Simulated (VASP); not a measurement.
# Ta (Im-3m) in VASP: notebook

Runs on Ta. Level: LDA. Tasks: single point.

Program: VASP 6.6.1. These are calculated values, not measurements. Logs are shortened: lines on timing, memory, paths and dates and some standing lists are left out, and cuts for length are marked.

## Step 1: The cell of the first run

It takes space group Im-3m (No. 229, cubic). Conventional cell: a = 3.020 Å, b = 3.020 Å, c = 3.020 Å, α = 90.00°, β = 90.00°, γ = 90.00°. Within 3.5 Å of Ta (site symmetry m-3m) lie 14 Ta at 2.62 to 3.02 Å.

## Step 2: Single point, LDA (13.77 Å³/atom)

INCAR reads:

```
ALGO = Normal
EDIFF = 1E-6
ENCUT = 520
GGA = CA
ISIF = 2
ISMEAR = -1
LASPH = T
LCHARG = F
LREAL = F
LWAVE = F
NBANDS = 12
NELM = 60
PREC = Accurate
SIGMA = 0.08
```

KPOINTS reads:

```
k-points
0
Gamma
  18 18 18
```

POSCAR reads:

```
Ta
1.0
   -1.5100110349      1.5100110349      1.5100110349
    1.5100110349     -1.5100110349      1.5100110349
    1.5100110349      1.5100110349     -1.5100110349
Ta
1
Direct
    0.0000000000      0.0000000000      0.0000000000
```

Potentials or basis: VASP PAW LDA potentials, release 64 (Ta_pv).

The run is started by

```sh
$ cat potpaw_LDA.64/Ta_pv/POTCAR > POTCAR
$ mpirun -np 1 vasp_std > vasp.out
```

OUTCAR:

```text
EDIFF = 1E-6
   ENCUT = 520
   GGA = CA
   ISIF = 2
   ISMEAR = -1
   LASPH = T
   LREAL = F
   NELM = 60
   PREC = Accurate

 ion  position               nearest neighbor table
   1  0.000  0.000  0.000-

  LATTYP: Found a body centered cubic cell.
 ALAT       =     3.0200220698

  Lattice vectors:

 A1 = (  -1.5100110349,   1.5100110349,   1.5100110349)
 A2 = (   1.5100110349,  -1.5100110349,   1.5100110349)
 A3 = (   1.5100110349,   1.5100110349,  -1.5100110349)

Analysis of symmetry for initial positions (statically):
=====================================================================
 Subroutine PRICEL returns:
 Original cell was already a primitive cell.

 Routine SETGRP: Setting up the symmetry group for a
 body centered cubic supercell.

 Subroutine GETGRP returns: Found 48 space group operations
 (whereof 48 operations were pure point group operations)
 out of a pool of 48 trial point group operations.

The static configuration has the point symmetry O_h .

Analysis of symmetry for dynamics (positions and initial velocities):
=====================================================================
 Subroutine PRICEL returns:
 Original cell was already a primitive cell.

 Routine SETGRP: Setting up the symmetry group for a
 body centered cubic supercell.

 Subroutine GETGRP returns: Found 48 space group operations
 (whereof 48 operations were pure point group operations)
 out of a pool of 48 trial point group operations.

The dynamic configuration has the point symmetry O_h .

 Subroutine INISYM returns: Found 48 space group operations
 (whereof 48 operations are pure point group operations),
 and found     1 'primitive' translations

----------------------------------------------------------------------------------------

                                     Primitive cell

  volume of cell :      13.7721

  direct lattice vectors                    reciprocal lattice vectors
    -1.510011035  1.510011035  1.510011035     0.000000000  0.331123408  0.331123408
     1.510011035 -1.510011035  1.510011035     0.331123408  0.000000000  0.331123408
     1.510011035  1.510011035 -1.510011035     0.331123408  0.331123408  0.000000000

  length of vectors
     2.615415832  2.615415832  2.615415832     0.468279214  0.468279214  0.468279214

  position of ions in fractional coordinates (direct lattice)
     0.000000000  0.000000000  0.000000000

  ion indices of the primitive-cell ions
   primitive index   ion index
                 1           1

----------------------------------------------------------------------------------------

 KPOINTS: k-points

Automatic generation of k-mesh.
 Grid dimensions read from file:
 generate k-points for:   18   18   18

 Generating k-lattice:

  Cartesian coordinates                     Fractional coordinates (reciprocal lattice)
     0.000000000  0.018395745  0.018395745     0.055555556  0.000000000  0.000000000
     0.018395745  0.000000000  0.018395745     0.000000000  0.055555556  0.000000000
     0.018395745  0.018395745  0.000000000     0.000000000  0.000000000  0.055555556

  Length of vectors
     0.026015512  0.026015512  0.026015512

  Shift w.r.t. Gamma in fractional coordinates (k-lattice)
     0.000000000  0.000000000  0.000000000

 Subroutine IBZKPT returns following result:
 ===========================================

 Found    195 irreducible k-points:

 Following reciprocal coordinates:
            Coordinates               Weight
  0.000000  0.000000  0.000000      1.000000
  0.055556  0.000000  0.000000     12.000000
  0.111111  0.000000  0.000000     12.000000
  0.166667  0.000000  0.000000     12.000000
  0.222222  0.000000  0.000000     12.000000
  0.277778  0.000000  0.000000     12.000000
[... 16 lines left out ...]
  0.333333  0.111111 -0.000000     48.000000
  0.388889  0.111111  0.000000     48.000000
 [... further k-points ...]
   k-points           NKPTS =    195   k-points in BZ     NKDIM =    195   number of bands    NBANDS=     12
   number of dos      NEDOS =    301   number of ions     NIONS =      1
   total plane-waves  NPLWV =   8000
   dimension x,y,z NGX =    20 NGY =   20 NGZ =   20
   dimension x,y,z NGXF=    40 NGYF=   40 NGZF=   40
   ions per type =               1
   NGX,Y,Z   is equivalent  to a cutoff of  12.71, 12.71, 12.71 a.u.
   NGXF,Y,Z  is equivalent  to a cutoff of  25.43, 25.43, 25.43 a.u.
 SYSTEM =  unknown system
   PREC   = accura    normal or accurate (medium, high low for compatibility)
   ISTART =      0    job   : 0-new  1-cont  2-samecut
   ICHARG =      2    charge: 1-file 2-atom 10-const
   ISPIN  =      1    spin polarized calculation?
   LNONCOLLINEAR =      F non collinear calculations
   LSORBIT =      F    spin-orbit coupling
   LASPH  =      T    aspherical Exc in radial PAW
   ENCUT  =  520.0 eV  38.22 Ry    6.18 a.u.   4.86  4.86  4.86*2*pi/ulx,y,z
   NELM   =     60;   NELMIN=  2; NELMDL= -5     # of ELM steps
   EDIFF  = 0.1E-05   stopping-criterion for ELM
   LREAL  =      F    real-space projection
   EDIFFG = 0.1E-04   stopping-criterion for IOM
   NSW    =      0    number of steps for IOM
   IBRION =     -1    ionic relax: 0-MD 1-quasi-New 2-CG
   NFREE  =      0    steps in history (QN), initial steepest desc. (CG)
   ISIF   =      2    stress and relaxation
   ISYM   =      2    0-nonsym 1-usesym 2-fastsym
   POTIM  = 0.5000    time-step for ionic-motion
   TEBEG  =    0.0;   TEEND  =   0.0 temperature during run
   PSTRESS=    0.0 pullay stress
   NELECT =      11.0000    total number of electrons
   NUPDOWN=      -1.0000    fix difference up-down
   EMIN   =  10.00;   EMAX   =-10.00  energy-range for DOS
   EFERMI =   0.00;   METHOD = LEGACY
   ISMEAR =    -1;   SIGMA  =   0.08  broadening in eV -4-tet -1-fermi 0-gaus
   EFERMI_NEDOS =   21; number of points for ismear=-14 and -15
   IALGO  =     38    algorithm
   IMIX   =      4    mixing-type and parameters
     AMIX     =   0.40;   BMIX     =  1.00
     AMIX_MAG =   1.60;   BMIX_MAG =  1.00
  volume/ion in A,a.u.               =      13.77        92.94
  Fermi-wavevector in a.u.,A,eV,Ry     =   1.518934  2.870369 31.390830  2.307161
  Thomas-Fermi vector in A             =   2.627988
   LORBIT       =      0    0 simple, 1 ext, 2 COOP (PROOUT), +10 PAW based schemes
   GGA     = CA    functional components
   LHFCALC =     F    Hartree Fock is set to
   AEXX    =    0.0000 exact exchange contribution
   IVDW    =     0    specifies the selected vdW correction
   LEPSILON=     F    determine dielectric tensor
   LRPA    =     F    only Hartree local field effects (RPA)
 non-spin polarized calculation
  energy-cutoff  :      520.00
  volume of cell :       13.77
 maximum number of plane-waves:       384
   NGX =  9   NGY =  9   NGZ =  9

 number of electron      11.0000002 magnetization

 Free energy of the ion-electron system (eV)
  ---------------------------------------------------
  ext. energy  EPLUGINS =         0.00000000
  ---------------------------------------------------
  free energy    TOTEN  =       -12.14163657 eV

  energy without entropy =      -12.11845205  energy(sigma->0) =      -12.13004431

 E-fermi :   7.9159     XC(G=0): -14.2174

 val. band max:        7.9144323213   @ k =  -0.3889  -0.4444   0.0556
 cond. band min:       7.9212263269   @ k =   0.2778   0.1667   0.1111
 fundamental gap:      0.0067940056
 Fermi energy:         7.9159202108

 k-point     1 :       0.0000    0.0000    0.0000
  band No.  band energies     occupation
      1     -23.9537      2.00000
      2     -23.9537      2.00000
      3     -23.9537      2.00000
      4      -0.8465      2.00000
      5       8.4168      0.00381
      6       8.4168      0.00381
      7       8.4168      0.00381
      8      12.7230      0.00000
      9      12.7230      0.00000
     10      22.3996      0.00000
     11      24.2007      0.00000
     12      24.2007      0.00000

 k-point     2 :       0.0556    0.0000    0.0000
  band No.  band energies     occupation
      1     -24.0509      2.00000
      2     -23.9811      2.00000
      3     -23.9549      2.00000
      4      -0.6457      2.00000
      5       8.2844      0.01980
      6       8.3838      0.00575
      7       8.6107      0.00034
      8      12.4847      0.00000
      9      12.7178      0.00000
     10      22.3993      0.00000
     11      24.3920      0.00000
     12      24.5259      0.00000

 k-point     3 :       0.1111    0.0000    0.0000
  band No.  band energies     occupation
      1     -24.3238      2.00000
      2     -24.0593      2.00000
      3     -23.9583      2.00000
      4      -0.0791      2.00000
      5       7.9239      0.95042
      6       8.2423      0.03327
      7       9.1856      0.00000
      8      12.0194      0.00000
      9      12.7171      0.00000
     10      22.3992      0.00000
     11      24.9026      0.00000
     12      25.4636      0.00000

 k-point     4 :       0.1667    0.0000    0.0000
  band No.  band energies     occupation
      1     -24.7243      2.00000
      2     -24.1770      2.00000
      3     -23.9637      2.00000
      4       0.7424      2.00000
      5       7.4211      1.99589
      6       7.9463      0.81250
      7      10.1209      0.00000
      8      11.7549      0.00000
      9      12.7566      0.00000
     10      22.3986      0.00000
     11      25.4951      0.00000
     12      26.9234      0.00000

 k-point     5 :       0.2222    0.0000    0.0000
  band No.  band energies     occupation
      1     -25.1899      2.00000
      2     -24.3182      2.00000
      3     -23.9703      2.00000
      4       1.6125      2.00000
      5       6.8682      2.00000
      6       7.6641      1.91759
      7      11.3825      0.00000
      8      11.8559      0.00000
      9      12.8738      0.00000
     10      22.3976      0.00000
     11      25.6346      0.00000
     12      28.8047      0.00000
[... 228 lines left out ...]
      1     -25.7135      2.00000
      2     -24.5062      2.00000
      3     -24.0885      2.00000
      4       2.7540      2.00000
      5       6.3657      2.00000
      6       7.1819      1.99979
      7      11.5956      0.00000
      8      13.7187      0.00000
      9      13.7905      0.00000
     10      22.3951      0.00000
     11      25.3209      0.00000
     12      28.0090      0.00000

 k-point    22 :       0.2778    0.1111    0.0000
  band No.  band energies     occupation
      1     -26.0683      2.00000
      2     -24.6712      2.00000
      3     -24.1008      2.00000
      4       2.9725      2.00000
      5       5.9689      2.00000
      6       7.7876      1.66516
      7      12.0688      0.00000
      8      13.9662      0.00000
      9      15.5252      0.00000
     10      22.3910      0.00000
     11      24.0909      0.00000
     12      27.1505      0.00000

 k-point    23 :       0.3333    0.1111   -0.0000
  band No.  band energies     occupation
      1     -26.3466      2.00000
      2     -24.8051      2.00000
      3     -24.1100      2.00000
      4       2.8728      2.00000
      5       5.6799      2.00000
      6       8.7760      0.00004
      7      12.5253      0.00000
      8      14.2037      0.00000
      9      17.2529      0.00000
     10      22.3819      0.00000
     11      23.1575      0.00000
     12      25.6276      0.00000

 k-point    24 :       0.3889    0.1111    0.0000
  band No.  band energies     occupation
      1     -26.5236      2.00000
      2     -24.8918      2.00000
      3     -24.1157      2.00000
      4       2.7218      2.00000
      5       5.5029      2.00000
      6       9.7200      0.00000
      7      12.6481      0.00000
      8      14.5631      0.00000
      9      18.6819      0.00000
     10      22.3595      0.00000
     11      22.5772      0.00000
     12      24.3000      0.00000

 [... further k-points ...]

------------------------ aborting loop because EDIFF is reached ----------------------------------------

  FORCE on cell =-STRESS in cart. coord.  units (eV):
  Direction    XX          YY          ZZ          XY          YZ          ZX
  --------------------------------------------------------------------------------------
  -------------------------------------------------------------------------------------
  Total        6.5530887      6.5530887      6.5530887      0.0000000      0.0000000      0.0000000
  in kB      762.3532847    762.3532847    762.3532847      0.0000000      0.0000000      0.0000000
  external PRESSURE =     762.3532847 kB  Pullay stress =       0.0000000 kB

 VOLUME and BASIS-vectors are now :
 -----------------------------------------------------------------------------
  energy-cutoff  :      520.00
  volume of cell :       13.77
      direct lattice vectors                 reciprocal lattice vectors
    -1.510011035  1.510011035  1.510011035     0.000000000  0.331123408  0.331123408
     1.510011035 -1.510011035  1.510011035     0.331123408  0.000000000  0.331123408
     1.510011035  1.510011035 -1.510011035     0.331123408  0.331123408  0.000000000

 POSITION                                       TOTAL-FORCE (eV/Angst)
 -----------------------------------------------------------------------------------
      0.00000      0.00000      0.00000         0.000000     -0.000000      0.000000
 -----------------------------------------------------------------------------------
    total drift:                                0.000000     -0.000000      0.000000

  FREE ENERGIE OF THE ION-ELECTRON SYSTEM (eV)
  ---------------------------------------------------
  free  energy   TOTEN  =       -12.1416365655 eV

  energy  without entropy=      -12.1184520465  energy(sigma->0) =      -12.13004431
```

Run time: 11 s. Hardware: 1 thread of Intel Xeon 6975P-C (Granite Rapids), shared host; peak memory 0.14 GiB.

What came out:

* Free energy: -12.1416 eV
* Pressure: 76.2 GPa
* Band gap on the k mesh: zero (an odd number of electrons rules out a gap without spin polarisation)

Caveat: the cell stands under pressure; spin-orbit coupling is left out, which moves the levels of the heavy elements.

## Step 3: Single point, LDA (13.77 Å³/atom)

INCAR reads:

```
SYSTEM = Ta
PREC     = Accurate       ! precision mode
ENCUT    = 520            ! plane-wave cutoff, eV
EDIFF    = 1E-6           ! SCF threshold, eV
ISMEAR   = -1             ! smearing method
SIGMA    = 0.08           ! smearing width, eV
LREAL    = .False.        ! projectors in reciprocal space
LASPH    = .True.         ! aspherical terms in the spheres
NELM     = 60             ! most SCF steps
ALGO     = Normal         ! electronic algorithm
ISIF     = 2              ! what is computed and relaxed
LWAVE    = .False.        ! write WAVECAR
LCHARG   = .False.        ! write CHGCAR
GGA      = CA             ! functional
NBANDS   = 12             ! bands
```

KPOINTS reads:

```
regular mesh
0
Gamma
  18 18 18
  0 0 0
```

POSCAR is that of step 2.

Potentials or basis: VASP PAW LDA potentials, release 64 (Ta_pv).

The run is started by

```sh
$ cat potpaw_LDA.64/Ta_pv/POTCAR > POTCAR
$ mpirun -np 1 vasp_std > vasp.out
```

OUTCAR:

```text
SYSTEM = Ta
   PREC = Accurate
   ENCUT = 520
   EDIFF = 1E-6
   ISMEAR = -1
   LREAL = .False.
   LASPH = .True.
   NELM = 60
   ISIF = 2
   GGA = CA

 ion  position               nearest neighbor table
   1  0.000  0.000  0.000-

  LATTYP: Found a body centered cubic cell.
 ALAT       =     3.0200220698

  Lattice vectors:

 A1 = (  -1.5100110349,   1.5100110349,   1.5100110349)
 A2 = (   1.5100110349,  -1.5100110349,   1.5100110349)
[... 538 lines left out ...]
     12      24.3000      0.00000

 [... further k-points ...]

------------------------ aborting loop because EDIFF is reached ----------------------------------------

  FORCE on cell =-STRESS in cart. coord.  units (eV):
  Direction    XX          YY          ZZ          XY          YZ          ZX
  --------------------------------------------------------------------------------------
  -------------------------------------------------------------------------------------
  Total        6.5530887      6.5530887      6.5530887      0.0000000      0.0000000      0.0000000
  in kB      762.3532847    762.3532847    762.3532847      0.0000000      0.0000000      0.0000000
  external PRESSURE =     762.3532847 kB  Pullay stress =       0.0000000 kB

 VOLUME and BASIS-vectors are now :
 -----------------------------------------------------------------------------
  energy-cutoff  :      520.00
  volume of cell :       13.77
      direct lattice vectors                 reciprocal lattice vectors
    -1.510011035  1.510011035  1.510011035     0.000000000  0.331123408  0.331123408
     1.510011035 -1.510011035  1.510011035     0.331123408  0.000000000  0.331123408
     1.510011035  1.510011035 -1.510011035     0.331123408  0.331123408  0.000000000

 POSITION                                       TOTAL-FORCE (eV/Angst)
 -----------------------------------------------------------------------------------
      0.00000      0.00000      0.00000         0.000000     -0.000000      0.000000
 -----------------------------------------------------------------------------------
    total drift:                                0.000000     -0.000000      0.000000

  FREE ENERGIE OF THE ION-ELECTRON SYSTEM (eV)
  ---------------------------------------------------
  free  energy   TOTEN  =       -12.1416365655 eV

  energy  without entropy=      -12.1184520465  energy(sigma->0) =      -12.13004431
```

Run time: 10 s. Hardware: 1 thread of Intel Xeon 6975P-C (Granite Rapids), shared host; peak memory 0.14 GiB.

What came out:

| Property | Result |
| --- | --- |
| Free energy | -12.1416 eV |
| Pressure | 76.2 GPa |
| Band gap on the k mesh | zero (an odd number of electrons rules out a gap without spin polarisation) |

Caveat: the cell stands under pressure; spin-orbit coupling is left out, which moves the levels of the heavy elements.

## Step 4: Single point, LDA (15.15 Å³/atom)

This run uses another cell than the first one, of 15.15 Å³/atom.

INCAR reads:

```
SYSTEM = Ta
PREC = Accurate
ENCUT = 520
EDIFF = 1E-6
ISMEAR = -1
SIGMA = 0.08
LREAL = .FALSE.
LASPH = .TRUE.
NELM = 60
ALGO = Normal
ISIF = 2
LWAVE = .FALSE.
LCHARG = .FALSE.
NBANDS = 12
```

KPOINTS reads:

```
Automatic mesh
0
G
  18 18 18
  0 0 0
```

POSCAR reads:

```
Ta
1.0
   -1.5587543655      1.5587543655      1.5587543655
    1.5587543655     -1.5587543655      1.5587543655
    1.5587543655      1.5587543655     -1.5587543655
Ta
1
Direct
    0.0000000000      0.0000000000      0.0000000000
```

The run is started by

```sh
$ cat potpaw_LDA.64/Ta_pv/POTCAR > POTCAR
$ mpirun -np 1 vasp_std > vasp.out
```

Wall time 9.2 s (1 thread of Intel Xeon 6975P-C (Granite Rapids), shared host); peak memory 0.14 GiB.

It converged, with:

```
Free energy            : -12.6189 eV
Pressure               : 37.2 GPa
Band gap on the k mesh : zero (an odd number of electrons rules out a gap without spin polarisation)
```

Levels at points of the mesh, in eV from the Fermi level:
```
           k point  band 1  band 2  band 3  band 4  band 5  band 6  band 7  band 8  band 9  band 10
(0.00, 0.00, 0.00)  -32.21  -32.21  -32.21   -8.44    0.63    0.63    0.63    4.54    4.54    14.26
(0.50, 0.00, 0.00)  -34.27  -32.85  -32.23   -5.22   -2.19    2.75    4.57    5.80    9.59    12.84
(0.50, 0.50, 0.50)  -33.61  -33.61  -33.61   -4.99   -4.99    8.30    8.30    8.30   10.53    10.53
```

Caveat: the cell stands under pressure; spin-orbit coupling is left out, which moves the levels of the heavy elements.
